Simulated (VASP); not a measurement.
# ScAl3 (Pm-3m) in VASP: further runs

The runs below take ScAl3 through single point, relaxation of cell and atoms, with r2SCAN.

All numbers are computed with VASP 6.6.1; they aren't measurements. Logs are shortened: lines on timing, memory, paths and dates and some standing lists are left out, and cuts for length are marked.

**1. The cell of the first run**

Symmetry: Pm-3m, No. 221, cubic system. The conventional cell has a = 4.086 Å, b = 4.086 Å, c = 4.086 Å, α = 90.00°, β = 90.00°, γ = 90.00°. Within 3.8 Å of Sc (site symmetry m-3m) lie 12 Al at 2.89 Å. Al (site symmetry 4/mmm) has 4 Sc at 2.89 Å and 8 Al at 2.89 Å within 3.8 Å.

**2. Single point, r2SCAN**

File POSCAR:

```
ScAl3
1.0
    4.0855365862      0.0000000000      0.0000000000
    0.0000000000      4.0855365862      0.0000000000
    0.0000000000      0.0000000000      4.0855365862
Sc Al
1 3
Direct
    0.0000000000      0.0000000000      0.0000000000
    0.5000000000      0.0000000000      0.5000000000
    0.0000000000      0.5000000000      0.5000000000
    0.5000000000      0.5000000000      0.0000000000
```

File INCAR.step1:

```
ALGO = Normal ; EDIFF = 1E-4
ENCUT = 520 ; GGA = PE
ISMEAR = 0 ; LASPH = True
LCHARG = False ; LREAL = False
LWAVE = True ; NBANDS = 18
NELM = 100 ; PREC = Accurate
SIGMA = 0.1
```

File INCAR.step2:

```
ALGO = Normal ; EDIFF = 1E-7
ENCUT = 520 ; ISIF = 2
ISMEAR = 0 ; ISTART = 1
LASPH = True ; LCHARG = False
LMIXTAU = True ; LREAL = False
LWAVE = False ; METAGGA = R2SCAN
NBANDS = 18 ; NELM = 100
PREC = Accurate ; SIGMA = 0.1
```

File KPOINTS:

```
k-points
0
Gamma
  10 10 10
```

Potentials or basis: VASP PAW PBE potentials, release 64 (Sc_sv, Al).

The run is started by

```bash
$ cat potpaw_PBE.64/Sc_sv/POTCAR potpaw_PBE.64/Al/POTCAR > POTCAR
$ cp INCAR.step1 INCAR
$ mpirun -np 1 vasp_std > vasp.out
$ cp INCAR.step2 INCAR
$ mpirun -np 1 vasp_std > vasp.out
```

OUTCAR:

```text
EDIFF = 1E-7
   ENCUT = 520
   ISIF = 2
   ISMEAR = 0
   ISTART = 1
   LASPH = True
   LREAL = False
   METAGGA = R2SCAN
   NELM = 100
   PREC = Accurate

 ion  position               nearest neighbor table
   1  0.000  0.000  0.000-   2 2.89   3 2.89   4 2.89   2 2.89   3 2.89   3 2.89   4 2.89   3 2.89
                             2 2.89   4 2.89   2 2.89   4 2.89
   2  0.500  0.000  0.500-   1 2.89   3 2.89   4 2.89   1 2.89   4 2.89   3 2.89   4 2.89   4 2.89
                             1 2.89   3 2.89   1 2.89   3 2.89
   3  0.000  0.500  0.500-   1 2.89   2 2.89   4 2.89   1 2.89   4 2.89   1 2.89   2 2.89   1 2.89
                             2 2.89   4 2.89   4 2.89   2 2.89
   4  0.500  0.500  0.000-   1 2.89   2 2.89   3 2.89   2 2.89   3 2.89   1 2.89   2 2.89   2 2.89
                             1 2.89   3 2.89   3 2.89   1 2.89

  LATTYP: Found a simple cubic cell.
 ALAT       =     4.0855365862

  Lattice vectors:

 A1 = (   4.0855365862,   0.0000000000,   0.0000000000)
 A2 = (   0.0000000000,   4.0855365862,   0.0000000000)
 A3 = (   0.0000000000,   0.0000000000,   4.0855365862)

Analysis of symmetry for initial positions (statically):
=====================================================================
 Subroutine PRICEL returns:
 Original cell was already a primitive cell.

 Routine SETGRP: Setting up the symmetry group for a
 simple cubic supercell.

 Subroutine GETGRP returns: Found 48 space group operations
 (whereof 48 operations were pure point group operations)
 out of a pool of 48 trial point group operations.

The static configuration has the point symmetry O_h .

Analysis of symmetry for dynamics (positions and initial velocities):
=====================================================================
 Subroutine PRICEL returns:
 Original cell was already a primitive cell.

 Routine SETGRP: Setting up the symmetry group for a
 simple cubic supercell.

 Subroutine GETGRP returns: Found 48 space group operations
 (whereof 48 operations were pure point group operations)
 out of a pool of 48 trial point group operations.

The dynamic configuration has the point symmetry O_h .

 Subroutine INISYM returns: Found 48 space group operations
 (whereof 48 operations are pure point group operations),
 and found     1 'primitive' translations

----------------------------------------------------------------------------------------

                                     Primitive cell

  volume of cell :      68.1942

  direct lattice vectors                    reciprocal lattice vectors
     4.085536586  0.000000000  0.000000000     0.244765890  0.000000000  0.000000000
     0.000000000  4.085536586  0.000000000     0.000000000  0.244765890  0.000000000
     0.000000000  0.000000000  4.085536586     0.000000000  0.000000000  0.244765890

  length of vectors
     4.085536586  4.085536586  4.085536586     0.244765890  0.244765890  0.244765890

  position of ions in fractional coordinates (direct lattice)
     0.000000000  0.000000000  0.000000000
     0.500000000  0.000000000  0.500000000
     0.000000000  0.500000000  0.500000000
     0.500000000  0.500000000  0.000000000

  ion indices of the primitive-cell ions
   primitive index   ion index
                 1           1
                 2           2
                 3           3
                 4           4

----------------------------------------------------------------------------------------

 KPOINTS: k-points

Automatic generation of k-mesh.
 Grid dimensions read from file:
 generate k-points for:   10   10   10

 Generating k-lattice:

  Cartesian coordinates                     Fractional coordinates (reciprocal lattice)
     0.024476589  0.000000000  0.000000000     0.100000000  0.000000000  0.000000000
     0.000000000  0.024476589  0.000000000     0.000000000  0.100000000  0.000000000
     0.000000000  0.000000000  0.024476589     0.000000000  0.000000000  0.100000000

  Length of vectors
     0.024476589  0.024476589  0.024476589

  Shift w.r.t. Gamma in fractional coordinates (k-lattice)
     0.000000000  0.000000000  0.000000000

 Subroutine IBZKPT returns following result:
 ===========================================

 Found     56 irreducible k-points:

 Following reciprocal coordinates:
            Coordinates               Weight
  0.000000  0.000000  0.000000      1.000000
  0.100000  0.000000  0.000000      6.000000
  0.200000  0.000000  0.000000      6.000000
  0.300000  0.000000  0.000000      6.000000
  0.400000  0.000000  0.000000      6.000000
  0.500000  0.000000  0.000000      3.000000
[... 16 lines left out ...]
  0.200000  0.100000  0.100000     24.000000
  0.300000  0.100000  0.100000     24.000000
 [... further k-points ...]
   k-points           NKPTS =     56   k-points in BZ     NKDIM =     56   number of bands    NBANDS=     18
   number of dos      NEDOS =    301   number of ions     NIONS =      4
   total plane-waves  NPLWV =  27000
   dimension x,y,z NGX =    30 NGY =   30 NGZ =   30
   dimension x,y,z NGXF=    60 NGYF=   60 NGZF=   60
   ions per type =               1   3
   NGX,Y,Z   is equivalent  to a cutoff of  12.21, 12.21, 12.21 a.u.
   NGXF,Y,Z  is equivalent  to a cutoff of  24.41, 24.41, 24.41 a.u.
 SYSTEM =  unknown system
   PREC   = accura    normal or accurate (medium, high low for compatibility)
   ISTART =      1    job   : 0-new  1-cont  2-samecut
   ICHARG =      0    charge: 1-file 2-atom 10-const
   ISPIN  =      1    spin polarized calculation?
   LNONCOLLINEAR =      F non collinear calculations
   LSORBIT =      F    spin-orbit coupling
   LASPH  =      T    aspherical Exc in radial PAW
   ENCUT  =  520.0 eV  38.22 Ry    6.18 a.u.   7.60  7.60  7.60*2*pi/ulx,y,z
   NELM   =    100;   NELMIN=  2; NELMDL=  0     # of ELM steps
   EDIFF  = 0.1E-06   stopping-criterion for ELM
   LREAL  =      F    real-space projection
   EDIFFG = 0.1E-05   stopping-criterion for IOM
   NSW    =      0    number of steps for IOM
   IBRION =     -1    ionic relax: 0-MD 1-quasi-New 2-CG
   NFREE  =      0    steps in history (QN), initial steepest desc. (CG)
   ISIF   =      2    stress and relaxation
   ISYM   =      2    0-nonsym 1-usesym 2-fastsym
   POTIM  = 0.5000    time-step for ionic-motion
   TEBEG  =    0.0;   TEEND  =   0.0 temperature during run
   PSTRESS=    0.0 pullay stress
   NELECT =      20.0000    total number of electrons
   NUPDOWN=      -1.0000    fix difference up-down
   EMIN   =  10.00;   EMAX   =-10.00  energy-range for DOS
   EFERMI =   0.00;   METHOD = LEGACY
   ISMEAR =     0;   SIGMA  =   0.10  broadening in eV -4-tet -1-fermi 0-gaus
   EFERMI_NEDOS =   21; number of points for ismear=-14 and -15
   IALGO  =     38    algorithm
   IMIX   =      4    mixing-type and parameters
     AMIX     =   0.40;   BMIX     =  1.00
     AMIX_MAG =   1.60;   BMIX_MAG =  1.00
  volume/ion in A,a.u.               =      17.05       115.05
  Fermi-wavevector in a.u.,A,eV,Ry     =   1.087683  2.055423 16.096435  1.183055
  Thomas-Fermi vector in A             =   2.223848
   LORBIT       =      0    0 simple, 1 ext, 2 COOP (PROOUT), +10 PAW based schemes
   METAGGA = R2SCAN    functional components
   LHFCALC =     F    Hartree Fock is set to
   AEXX    =    0.0000 exact exchange contribution
   IVDW    =     0    specifies the selected vdW correction
   LEPSILON=     F    determine dielectric tensor
   LRPA    =     F    only Hartree local field effects (RPA)
 non-spin polarized calculation
 Gauss-broadening in eV      SIGMA  =   0.10
  energy-cutoff  :      520.00
  volume of cell :       68.19
 maximum number of plane-waves:      1861
   NGX = 15   NGY = 15   NGZ = 15

 number of electron      19.9999996 magnetization

 Free energy of the ion-electron system (eV)
  ---------------------------------------------------
  ext. energy  EPLUGINS =         0.00000000
  ---------------------------------------------------
  free energy    TOTEN  =       -33.51140199 eV

  energy without entropy =      -33.50615382  energy(sigma->0) =      -33.50877791

 E-fermi :   7.3388     XC(G=0): -11.1301

 val. band max:        7.2747683265   @ k =   0.3000   0.3000   0.0000
 cond. band min:       7.3569930572   @ k =   0.3000   0.0000   0.0000
 fundamental gap:      0.0822247307
 Fermi energy:         7.3388497787

 k-point     1 :       0.0000    0.0000    0.0000
  band No.  band energies     occupation
      1     -43.7470      2.00000
      2     -21.4862      2.00000
      3     -21.4862      2.00000
      4     -21.4862      2.00000
      5      -3.3295      2.00000
      6       4.6064      2.00000
[... 10 lines left out ...]
     17      12.9416      0.00000
     18      12.9416      0.00000

 k-point     2 :       0.1000    0.0000    0.0000
  band No.  band energies     occupation
      1     -43.7468      2.00000
      2     -21.4896      2.00000
      3     -21.4859      2.00000
      4     -21.4859      2.00000
      5      -3.2317      2.00000
      6       3.7214      2.00000
[... 10 lines left out ...]
     17      13.0172      0.00000
     18      13.0172      0.00000

 k-point     3 :       0.2000    0.0000    0.0000
  band No.  band energies     occupation
      1     -43.7464      2.00000
      2     -21.4986      2.00000
      3     -21.4852      2.00000
      4     -21.4852      2.00000
      5      -2.9413      2.00000
      6       2.4808      2.00000
[... 10 lines left out ...]
     17      12.8654      0.00000
     18      13.1361      0.00000

 k-point     4 :       0.3000    0.0000    0.0000
  band No.  band energies     occupation
      1     -43.7460      2.00000
      2     -21.5096      2.00000
      3     -21.4844      2.00000
      4     -21.4844      2.00000
      5      -2.4688      2.00000
      6       1.2699      2.00000
[... 10 lines left out ...]
     17      12.2919      0.00000
     18      13.6586      0.00000

 k-point     5 :       0.4000    0.0000    0.0000
  band No.  band energies     occupation
      1     -43.7456      2.00000
      2     -21.5184      2.00000
      3     -21.4837      2.00000
      4     -21.4837      2.00000
      5      -1.8454      2.00000
      6       0.1880      2.00000
[... 10 lines left out ...]
     17      11.8035      0.00000
     18      13.1984      0.00000

 k-point     6 :       0.5000    0.0000    0.0000
  band No.  band energies     occupation
      1     -43.7455      2.00000
      2     -21.5218      2.00000
      3     -21.4834      2.00000
      4     -21.4834      2.00000
      5      -1.3437      2.00000
      6      -0.4685      2.00000
[... 10 lines left out ...]
     17      11.6214      0.00000
     18      13.0893      0.00000

 k-point     7 :       0.1000    0.1000    0.0000
  band No.  band energies     occupation
      1     -43.7467      2.00000
      2     -21.4896      2.00000
      3     -21.4891      2.00000
      4     -21.4857      2.00000
      5      -3.1345      2.00000
      6       3.6424      2.00000
[... 10 lines left out ...]
     17      13.1241      0.00000
     18      13.4738      0.00000

 k-point     8 :       0.2000    0.1000    0.0000
  band No.  band energies     occupation
      1     -43.7463      2.00000
      2     -21.4982      2.00000
      3     -21.4886      2.00000
      4     -21.4850      2.00000
      5      -2.8458      2.00000
      6       2.5515      2.00000
[... 10 lines left out ...]
     17      12.8846      0.00000
     18      13.1994      0.00000
[... 229 lines left out ...]
     17      11.9154      0.00000
     18      13.6035      0.00000

 k-point    20 :       0.5000    0.4000    0.0000
  band No.  band energies     occupation
      1     -43.7443      2.00000
      2     -21.5173      2.00000
      3     -21.5136      2.00000
      4     -21.4809      2.00000
      5      -0.1711      2.00000
      6       0.9526      2.00000
[... 10 lines left out ...]
     17      12.2711      0.00000
     18      13.3396      0.00000

 k-point    21 :       0.5000    0.5000    0.0000
  band No.  band energies     occupation
      1     -43.7441      2.00000
      2     -21.5168      2.00000
      3     -21.5168      2.00000
      4     -21.4806      2.00000
      5       0.1608      2.00000
      6       1.3365      2.00000
[... 10 lines left out ...]
     17      12.9200      0.00000
     18      13.1366      0.00000

 k-point    22 :       0.1000    0.1000    0.1000
  band No.  band energies     occupation
      1     -43.7465      2.00000
      2     -21.4895      2.00000
      3     -21.4889      2.00000
      4     -21.4889      2.00000
      5      -3.0378      2.00000
      6       3.7077      2.00000
[... 10 lines left out ...]
     17      13.1844      0.00000
     18      13.2567      0.00000

 k-point    23 :       0.2000    0.1000    0.1000
  band No.  band energies     occupation
      1     -43.7462      2.00000
      2     -21.4979      2.00000
      3     -21.4885      2.00000
      4     -21.4881      2.00000
      5      -2.7509      2.00000
      6       2.6210      2.00000
[... 10 lines left out ...]
     17      12.6943      0.00000
     18      13.0407      0.00000

 k-point    24 :       0.3000    0.1000    0.1000
  band No.  band energies     occupation
      1     -43.7457      2.00000
      2     -21.5088      2.00000
      3     -21.4875      2.00000
      4     -21.4872      2.00000
      5      -2.2844      2.00000
      6       1.4327      2.00000
[... 10 lines left out ...]
     17      12.4395      0.00000
     18      13.3019      0.00000

 [... further k-points ...]
[... 5 lines left out ...]
  --------------------------------------------------------------------------------------
  -------------------------------------------------------------------------------------
  Total       -0.0014844     -0.0014844     -0.0014844      0.0000000     -0.0000000      0.0000000
  in kB       -0.0348759     -0.0348759     -0.0348759      0.0000000     -0.0000000      0.0000000
  external PRESSURE =      -0.0348759 kB  Pullay stress =       0.0000000 kB

 VOLUME and BASIS-vectors are now :
 -----------------------------------------------------------------------------
  energy-cutoff  :      520.00
  volume of cell :       68.19
      direct lattice vectors                 reciprocal lattice vectors
     4.085536586  0.000000000  0.000000000     0.244765890  0.000000000  0.000000000
     0.000000000  4.085536586  0.000000000     0.000000000  0.244765890  0.000000000
     0.000000000  0.000000000  4.085536586     0.000000000  0.000000000  0.244765890

 POSITION                                       TOTAL-FORCE (eV/Angst)
 -----------------------------------------------------------------------------------
      0.00000      0.00000      0.00000         0.000000      0.000000      0.000000
      2.04277      0.00000      2.04277         0.000000      0.000000      0.000000
      0.00000      2.04277      2.04277         0.000000      0.000000      0.000000
      2.04277      2.04277      0.00000         0.000000      0.000000      0.000000
 -----------------------------------------------------------------------------------
    total drift:                                0.000000     -0.000000      0.000000

  FREE ENERGIE OF THE ION-ELECTRON SYSTEM (eV)
  ---------------------------------------------------
  free  energy   TOTEN  =       -33.5114019950 eV

  energy  without entropy=      -33.5061538189  energy(sigma->0) =      -33.50877791
```

Wall time 94 s (1 thread of Intel Xeon 6975P-C (Granite Rapids), shared host); peak memory 0.2 GiB.

What came out:

- Free energy: -33.5114 eV
- Pressure: 0.0 GPa
- Band gap on the k mesh: zero (band 10 reaches 8.30 eV, above the bottom of band 11 at 4.05 eV)

Caveat: the PAW data sets were made with another functional, which shifts forces and pressure a little.

**3. Relaxation of cell and atoms, r2SCAN**

File POSCAR:

```
ScAl3
1.0
    4.0878065700      0.0000000000      0.0000000000
    0.0000000000      4.0878065700      0.0000000000
    0.0000000000      0.0000000000      4.0878065700
Sc Al
1 3
Direct
    0.0000000000      0.0000000000      0.0000000000
    0.5000000000      0.0000000000      0.5000000000
    0.0000000000      0.5000000000      0.5000000000
    0.5000000000      0.5000000000      0.0000000000
```

File INCAR.step1:

```
SYSTEM = ScAl3
ALGO = Normal
EDIFF = 1E-4
ENCUT = 600
GGA = PE
ISMEAR = 0
LASPH = .True.
LCHARG = .False.
LREAL = .False.
LWAVE = .True.
NELM = 100
PREC = Accurate
SIGMA = 0.1
```

File INCAR.step2:

```
SYSTEM = ScAl3
ALGO = Normal
EDIFF = 1E-7
EDIFFG = -0.005
ENCUT = 600
IBRION = 2
ISIF = 3
ISMEAR = 0
ISTART = 1
LASPH = .True.
LCHARG = .False.
LMIXTAU = .True.
LREAL = .False.
LWAVE = .False.
METAGGA = R2SCAN
NELM = 100
NSW = 100
PREC = Accurate
SIGMA = 0.1
```

File KPOINTS:

```
k-points
0
Gamma
  10 10 10
  0 0 0
```

Potentials or basis: VASP PAW PBE potentials, release 64 (Sc_sv, Al).

The run is started by

```bash
$ cat potpaw_PBE.64/Sc_sv/POTCAR potpaw_PBE.64/Al/POTCAR > POTCAR
$ cp INCAR.step1 INCAR
$ mpirun -np 1 vasp_std > vasp.out
$ cp INCAR.step2 INCAR
$ mpirun -np 1 vasp_std > vasp.out
```

Run time: 3.1 min. Hardware: 1 thread of Intel Xeon 6975P-C (Granite Rapids), shared host; peak memory 0.27 GiB.

Results (log left out):

| Property | Result |
| --- | --- |
| Free energy | -33.5117 eV |
| Relaxed volume | 17.05 Å³/atom |
| Relaxed cell | a = 4.085 Å, b = 4.085 Å, c = 4.085 Å, α = 90.00°, β = 90.00°, γ = 90.00° |
| Space group after relaxing (to 0.05 Å) | Pm-3m (No. 221) |
| Energy gained by relaxing | 0.0 meV/atom |
| Ionic steps | 3 |
| Pressure after relaxing | 0.0 GPa |
| Band gap on the k mesh | zero (band 10 reaches 8.31 eV, above the bottom of band 11 at 4.05 eV) |

Final structure:
```
CELL_PARAMETERS angstrom
4.08531 0.00000 0.00000
0.00000 4.08531 0.00000
0.00000 0.00000 4.08531
ATOMIC_POSITIONS crystal
Sc 0.00000 0.00000 0.00000
Al 0.50000 0.00000 0.50000
Al 0.00000 0.50000 0.50000
Al 0.50000 0.50000 0.00000
```

Levels at points of the mesh, in eV from the Fermi level:
```csv
k point,band 8,band 9,band 10,band 11,band 12,band 13
"(0.00, 0.00, 0.00)",-2.03,-2.03,-2.03,1.30,1.40,1.40
"(0.50, 0.00, 0.00)",-1.87,-1.60,0.97,0.97,1.18,1.33
"(0.50, 0.50, 0.00)",-4.71,-0.58,-0.58,1.18,1.51,2.31
"(0.50, 0.50, 0.50)",-4.84,-3.29,-3.29,-3.29,1.05,2.89
```

Caveat: the PAW data sets were made with another functional, which shifts forces and pressure a little.

(Part 1 of 2 ends here.)
